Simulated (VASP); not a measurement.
Runs of VASP 6.6.1 on ZnS. The structure is that of space group F-43m (No. 216), or close to it. The cells are those of the table. 

```csv
cell,gap on the mesh (eV),pressure (GPa)
"a = 3.810 Å, angles 60.0°, 2 atoms",(a),(b)
"a = 3.849 Å, angles 60.0°, 2 atoms",2.02,0.2
"a = 3.924 Å, angles 60.0°, 2 atoms",1.77,-3.4
"a = 3.730 Å, angles 60.0°, 2 atoms",2.44,8.3
"a = 3.887 Å, angles 60.0°, 2 atoms",1.89,-1.8
```

Alike in all rows: task single point; level PBE; potentials or basis VASP PAW PBE potentials, release 64 (Zn, S); no spin polarisation; k mesh 8 × 8 × 8; cutoff (eV) 520; smearing gaussian 0.02 eV.

Problem. Fill in the values left out.

Solution. (a) 2.15; (b) 2.5.

